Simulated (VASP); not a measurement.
# ZnSe (F-43m) in VASP: a series of runs

ZnSe is run at these levels: PBEsol, r2SCAN+rVV10; tasks: single point, relaxation of cell and atoms.

Program: VASP 6.6.1. These are calculated values, not measurements. Logs are shortened: lines on timing, memory, paths and dates and some standing lists are left out, and cuts for length are marked.

### Step 1. The cell of the first run

The structure is cubic, space group F-43m (No. 216). The conventional cell has a = 5.634 Å, b = 5.634 Å, c = 5.634 Å, α = 90.00°, β = 90.00°, γ = 90.00°. Zn (site symmetry -43m) has 4 Se at 2.44 Å within 3.2 Å. Within 3.2 Å of Se (site symmetry -43m) lie 4 Zn at 2.44 Å.

### Step 2. Single point, PBEsol

INCAR

```
SYSTEM = ZnSe
PREC     = Accurate       ! precision mode
ENCUT    = 520            ! plane-wave cutoff, eV
EDIFF    = 1E-6           ! SCF threshold, eV
ISMEAR   = -1             ! smearing method
SIGMA    = 0.03           ! smearing width, eV
LREAL    = .FALSE.        ! projectors in reciprocal space
LASPH    = .TRUE.         ! aspherical terms in the spheres
NELM     = 80             ! most SCF steps
ALGO     = Normal         ! electronic algorithm
ISIF     = 2              ! what is computed and relaxed
LWAVE    = .FALSE.        ! write WAVECAR
LCHARG   = .FALSE.        ! write CHGCAR
GGA      = PS             ! functional
NBANDS   = 16             ! bands
```

KPOINTS

```
Automatic mesh
0
G
  6 6 6
  0 0 0
```

POSCAR

```
ZnSe
1.0
    0.0000000000      2.8170012815      2.8170012815
    2.8170012815      0.0000000000      2.8170012815
    2.8170012815      2.8170012815      0.0000000000
Zn Se
1 1
Direct
    0.0000000000      0.0000000000      0.0000000000
    0.7500000000      0.7500000000      0.7500000000
```

Potentials or basis: VASP PAW PBE potentials, release 64 (Zn, Se).

The run is started by

```bash
$ cat potpaw_PBE.64/Zn/POTCAR potpaw_PBE.64/Se/POTCAR > POTCAR
$ mpirun -np 1 vasp_std > vasp.out
```

OUTCAR:

```text
SYSTEM = ZnSe
   PREC = Accurate
   ENCUT = 520
   EDIFF = 1E-6
   ISMEAR = -1
   LREAL = .FALSE.
   LASPH = .TRUE.
   NELM = 80
   ISIF = 2
   GGA = PS

 ion  position               nearest neighbor table
   1  0.000  0.000  0.000-   2 2.44   2 2.44   2 2.44   2 2.44
   2  0.750  0.750  0.750-   1 2.44   1 2.44   1 2.44   1 2.44

  LATTYP: Found a face centered cubic cell.
 ALAT       =     5.6340025630

  Lattice vectors:

 A1 = (   0.0000000000,   2.8170012815,   2.8170012815)
 A2 = (   2.8170012815,   0.0000000000,   2.8170012815)
 A3 = (   2.8170012815,   2.8170012815,   0.0000000000)

Analysis of symmetry for initial positions (statically):
=====================================================================
 Subroutine PRICEL returns:
 Original cell was already a primitive cell.

 Routine SETGRP: Setting up the symmetry group for a
 face centered cubic supercell.

 Subroutine GETGRP returns: Found 24 space group operations
 (whereof 24 operations were pure point group operations)
 out of a pool of 48 trial point group operations.

The static configuration has the point symmetry T_d .

Analysis of symmetry for dynamics (positions and initial velocities):
=====================================================================
 Subroutine PRICEL returns:
 Original cell was already a primitive cell.

 Routine SETGRP: Setting up the symmetry group for a
 face centered cubic supercell.

 Subroutine GETGRP returns: Found 24 space group operations
 (whereof 24 operations were pure point group operations)
 out of a pool of 48 trial point group operations.

The dynamic configuration has the point symmetry T_d .

 Subroutine INISYM returns: Found 24 space group operations
 (whereof 24 operations are pure point group operations),
 and found     1 'primitive' translations

----------------------------------------------------------------------------------------

                                     Primitive cell

  volume of cell :      44.7086

  direct lattice vectors                    reciprocal lattice vectors
     0.000000000  2.817001282  2.817001282    -0.177493707  0.177493707  0.177493707
     2.817001282  0.000000000  2.817001282     0.177493707 -0.177493707  0.177493707
     2.817001282  2.817001282  0.000000000     0.177493707  0.177493707 -0.177493707

  length of vectors
     3.983841418  3.983841418  3.983841418     0.307428119  0.307428119  0.307428119

  position of ions in fractional coordinates (direct lattice)
     0.000000000  0.000000000  0.000000000
     0.750000000  0.750000000  0.750000000

  ion indices of the primitive-cell ions
   primitive index   ion index
                 1           1
                 2           2

----------------------------------------------------------------------------------------

 KPOINTS: Automatic mesh

Automatic generation of k-mesh.
 Grid dimensions read from file:
 generate k-points for:    6    6    6

 Generating k-lattice:

  Cartesian coordinates                     Fractional coordinates (reciprocal lattice)
    -0.029582284  0.029582284  0.029582284     0.166666667  0.000000000  0.000000000
     0.029582284 -0.029582284  0.029582284     0.000000000  0.166666667  0.000000000
     0.029582284  0.029582284 -0.029582284     0.000000000  0.000000000  0.166666667

  Length of vectors
     0.051238020  0.051238020  0.051238020

  Shift w.r.t. Gamma in fractional coordinates (k-lattice)
     0.000000000  0.000000000  0.000000000

 Subroutine IBZKPT returns following result:
 ===========================================

 Found     16 irreducible k-points:

 Following reciprocal coordinates:
            Coordinates               Weight
  0.000000  0.000000  0.000000      1.000000
  0.166667  0.000000  0.000000      8.000000
  0.333333  0.000000  0.000000      8.000000
  0.500000  0.000000  0.000000      4.000000
  0.166667  0.166667  0.000000      6.000000
  0.333333  0.166667  0.000000     24.000000
[... 8 lines left out ...]
 -0.333333  0.333333  0.166667     24.000000
 -0.333333  0.500000  0.166667     12.000000
   k-points           NKPTS =     16   k-points in BZ     NKDIM =     16   number of bands    NBANDS=     16
   number of dos      NEDOS =    301   number of ions     NIONS =      2
   total plane-waves  NPLWV =  27000
   dimension x,y,z NGX =    30 NGY =   30 NGZ =   30
   dimension x,y,z NGXF=    60 NGYF=   60 NGZF=   60
   ions per type =               1   1
   NGX,Y,Z   is equivalent  to a cutoff of  12.52, 12.52, 12.52 a.u.
   NGXF,Y,Z  is equivalent  to a cutoff of  25.04, 25.04, 25.04 a.u.
 SYSTEM =  ZnSe
   PREC   = accura    normal or accurate (medium, high low for compatibility)
   ISTART =      0    job   : 0-new  1-cont  2-samecut
   ICHARG =      2    charge: 1-file 2-atom 10-const
   ISPIN  =      1    spin polarized calculation?
   LNONCOLLINEAR =      F non collinear calculations
   LSORBIT =      F    spin-orbit coupling
   LASPH  =      T    aspherical Exc in radial PAW
   ENCUT  =  520.0 eV  38.22 Ry    6.18 a.u.   7.41  7.41  7.41*2*pi/ulx,y,z
   NELM   =     80;   NELMIN=  2; NELMDL= -5     # of ELM steps
   EDIFF  = 0.1E-05   stopping-criterion for ELM
   LREAL  =      F    real-space projection
   EDIFFG = 0.1E-04   stopping-criterion for IOM
   NSW    =      0    number of steps for IOM
   IBRION =     -1    ionic relax: 0-MD 1-quasi-New 2-CG
   NFREE  =      0    steps in history (QN), initial steepest desc. (CG)
   ISIF   =      2    stress and relaxation
   ISYM   =      2    0-nonsym 1-usesym 2-fastsym
   POTIM  = 0.5000    time-step for ionic-motion
   TEBEG  =    0.0;   TEEND  =   0.0 temperature during run
   PSTRESS=    0.0 pullay stress
   NELECT =      18.0000    total number of electrons
   NUPDOWN=      -1.0000    fix difference up-down
   EMIN   =  10.00;   EMAX   =-10.00  energy-range for DOS
   EFERMI =   0.00;   METHOD = LEGACY
   ISMEAR =    -1;   SIGMA  =   0.03  broadening in eV -4-tet -1-fermi 0-gaus
   EFERMI_NEDOS =   21; number of points for ismear=-14 and -15
   IALGO  =     38    algorithm
   IMIX   =      4    mixing-type and parameters
     AMIX     =   0.40;   BMIX     =  1.00
     AMIX_MAG =   1.60;   BMIX_MAG =  1.00
  volume/ion in A,a.u.               =      22.35       150.85
  Fermi-wavevector in a.u.,A,eV,Ry     =   1.208839  2.284375 19.882096  1.461293
  Thomas-Fermi vector in A             =   2.344435
   LORBIT       =      0    0 simple, 1 ext, 2 COOP (PROOUT), +10 PAW based schemes
   GGA     = PS    functional components
   LHFCALC =     F    Hartree Fock is set to
   AEXX    =    0.0000 exact exchange contribution
   IVDW    =     0    specifies the selected vdW correction
   LEPSILON=     F    determine dielectric tensor
   LRPA    =     F    only Hartree local field effects (RPA)
 non-spin polarized calculation
  energy-cutoff  :      520.00
  volume of cell :       44.71
 maximum number of plane-waves:      1243
 NGX is ok and might be reduce to    30
   NGX = 15   NGY = 15   NGZ = 15

 number of electron      17.9999998 magnetization

 Free energy of the ion-electron system (eV)
  ---------------------------------------------------
  ext. energy  EPLUGINS =         0.00000000
  ---------------------------------------------------
  free energy    TOTEN  =        -6.76731483 eV

  energy without entropy =       -6.76731483  energy(sigma->0) =       -6.76731483

 E-fermi :   2.3061     XC(G=0):  -9.6062

 val. band max:        1.6463119126   @ k =   0.0000   0.0000   0.0000
 cond. band min:       2.8862557607   @ k =   0.0000   0.0000   0.0000
 fundamental gap:      1.2399438481
 Fermi energy:         2.3061458822

 k-point     1 :       0.0000    0.0000    0.0000
  band No.  band energies     occupation
      1     -11.7560      2.00000
      2      -4.9807      2.00000
      3      -4.9807      2.00000
      4      -4.9807      2.00000
      5      -4.5930      2.00000
      6      -4.5930      2.00000
[... 8 lines left out ...]
     15      13.1096      0.00000
     16      13.1096      0.00000

 k-point     2 :       0.1667    0.0000    0.0000
  band No.  band energies     occupation
      1     -11.5737      2.00000
      2      -4.9683      2.00000
      3      -4.9528      2.00000
      4      -4.9528      2.00000
      5      -4.5950      2.00000
      6      -4.5950      2.00000
[... 8 lines left out ...]
     15      12.0481      0.00000
     16      12.5382      0.00000

 k-point     3 :       0.3333    0.0000    0.0000
  band No.  band energies     occupation
      1     -11.1627      2.00000
      2      -4.9063      2.00000
      3      -4.9063      2.00000
      4      -4.8188      2.00000
      5      -4.5863      2.00000
      6      -4.5863      2.00000
[... 8 lines left out ...]
     15      12.6584      0.00000
     16      12.6584      0.00000

 k-point     4 :       0.5000    0.0000    0.0000
  band No.  band energies     occupation
      1     -10.9266      2.00000
      2      -4.8895      2.00000
      3      -4.8895      2.00000
      4      -4.5736      2.00000
      5      -4.5736      2.00000
      6      -4.4283      2.00000
[... 8 lines left out ...]
     15      14.7661      0.00000
     16      14.7661      0.00000
[... 172 lines left out ...]
 k-point    14 :       0.5000    0.3333    0.1667
  band No.  band energies     occupation
      1     -10.8768      2.00000
      2      -4.8921      2.00000
      3      -4.8376      2.00000
      4      -4.7362      2.00000
      5      -4.5767      2.00000
      6      -4.5272      2.00000
[... 8 lines left out ...]
     15      14.5235      0.00000
     16      16.0036      0.00000

 k-point    15 :      -0.3333    0.3333    0.1667
  band No.  band energies     occupation
      1     -10.7153      2.00000
      2      -4.8682      2.00000
      3      -4.8064      2.00000
      4      -4.6323      2.00000
      5      -4.6010      2.00000
      6      -4.3391      2.00000
[... 8 lines left out ...]
     15      14.6842      0.00000
     16      15.7296      0.00000

 k-point    16 :      -0.3333    0.5000    0.1667
  band No.  band energies     occupation
      1     -10.6406      2.00000
      2      -4.8898      2.00000
      3      -4.7537      2.00000
      4      -4.6797      2.00000
      5      -4.5786      2.00000
      6      -4.3090      2.00000
[... 8 lines left out ...]
     15      15.4656      0.00000
     16      15.7992      0.00000

------------------------ aborting loop because EDIFF is reached ----------------------------------------

  FORCE on cell =-STRESS in cart. coord.  units (eV):
  Direction    XX          YY          ZZ          XY          YZ          ZX
  --------------------------------------------------------------------------------------
  -------------------------------------------------------------------------------------
  Total        0.0774520      0.0774520      0.0774520     -0.0000000      0.0000000     -0.0000000
  in kB        2.7755688      2.7755688      2.7755688     -0.0000000      0.0000000     -0.0000000
  external PRESSURE =       2.7755688 kB  Pullay stress =       0.0000000 kB

 VOLUME and BASIS-vectors are now :
 -----------------------------------------------------------------------------
  energy-cutoff  :      520.00
  volume of cell :       44.71
      direct lattice vectors                 reciprocal lattice vectors
     0.000000000  2.817001282  2.817001282    -0.177493707  0.177493707  0.177493707
     2.817001282  0.000000000  2.817001282     0.177493707 -0.177493707  0.177493707
     2.817001282  2.817001282  0.000000000     0.177493707  0.177493707 -0.177493707

 POSITION                                       TOTAL-FORCE (eV/Angst)
 -----------------------------------------------------------------------------------
      0.00000      0.00000      0.00000         0.000000      0.000000      0.000000
      4.22550      4.22550      4.22550        -0.000000     -0.000000     -0.000000
 -----------------------------------------------------------------------------------
    total drift:                               -0.000000     -0.000000     -0.000000

  FREE ENERGIE OF THE ION-ELECTRON SYSTEM (eV)
  ---------------------------------------------------
  free  energy   TOTEN  =        -6.7673148350 eV

  energy  without entropy=       -6.7673148350  energy(sigma->0) =       -6.76731483
```

Wall time 8.4 s (1 thread of Intel Xeon 6975P-C (Granite Rapids), shared host); peak memory 0.16 GiB.

Results:

| Quantity | Value |
| --- | --- |
| Free energy | -6.7673 eV |
| Pressure | 0.3 GPa |
| Band gap on the k mesh | 1.24 eV, direct |

Caveat: the PAW data sets were made with another functional, which shifts forces and pressure a little.

[end of part 1 of 2]
